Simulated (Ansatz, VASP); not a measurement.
**One calculation of BN, two programs**

File INCAR:

```
SYSTEM = BN
  ALGO = Normal
  EDIFF = 1E-6
  ENCUT = 520
  GGA = PE
  ISIF = 2
  ISMEAR = 0
  IVDW = 12
  LASPH = .TRUE.
  LCHARG = .TRUE.
  LELF = .TRUE.
  LREAL = .FALSE.
  LVHAR = .TRUE.
  LWAVE = .FALSE.
  NBANDS = 16
  NELM = 100
  PREC = Accurate
  SIGMA = 0.05
```

Contents of KPOINTS:

```
k-points
0
G
  12 12 4
  0 0 0
```

POSCAR

```
BN
1.0
    2.5061233057      0.0000000000      0.0000000000
   -1.2530616528      2.1703664477      0.0000000000
    0.0000000000      0.0000000000      6.5973571420
B N
2 2
Direct
    0.1105804046      0.2211608093      0.4417948746
    0.3333333333      0.6666666667      0.0000000000
    0.0000000000      0.0000000000      0.0000000000
    0.6666666667      0.3333333333      0.5000000000
```

Input for Ansatz:

```yaml
crystal:
  lattice:
    - [2.5061233057, 0.0, 0.0]
    - [-1.2530616528, 2.1703664477, 0.0]
    - [0.0, 0.0, 6.597357142]
  atoms:
    - { symbol: B, position: [0.1105804046, 0.2211608093, 0.4417948746] }
    - { symbol: B, position: [0.3333333333, 0.6666666667, 0.0] }
    - { symbol: "N", position: [0.0, 0.0, 0.0] }
    - { symbol: "N", position: [0.6666666667, 0.3333333333, 0.5] }
basis:
  ecutwfc: 420
kpoints:
  mp_grid: { grid: [12, 12, 4] }
hamiltonian:
  xc: pbe
  dispersion: d3bj
scf:
  occupations: { method: gaussian, width: 0.05 }
output:
  forces: true
  stress: true
  eigenvalues: true
```

Alike in both runs: task single point; functional PBE; dispersion D3(BJ); k mesh 12 × 12 × 4; occupations gaussian, width 0.05 eV; no spin polarisation.

|  | VASP | Ansatz |
| --- | --- | --- |
| version | VASP 6.6.1 | Ansatz 0.2.0 |
| potentials or method | VASP PAW PBE potentials, release 64 (B, N), cutoff 520 eV | scalar-relativistic, plane waves, PAW |
| valence electrons in the cell | 16 | 16 |

|  | VASP | Ansatz | Ansatz less VASP |
| --- | --- | --- | --- |
| gap on the k mesh at the Fermi level (eV) | 0.43 | 0.43 | +0.004 |
| least direct gap on the mesh (eV) | 1.26 | 1.27 | +0.005 |
| pressure (GPa) | 13.5 | 13.5 | +0.08 |
| traceless stress, the component that is largest in VASP (GPa) | -18.83 | -18.71 | +0.118 |
| rms of the force components (eV/Å) | 1.703 | 1.701 | -0.0017 |

Atom by atom the forces differ by 0.015 eV/Å (rms over components).
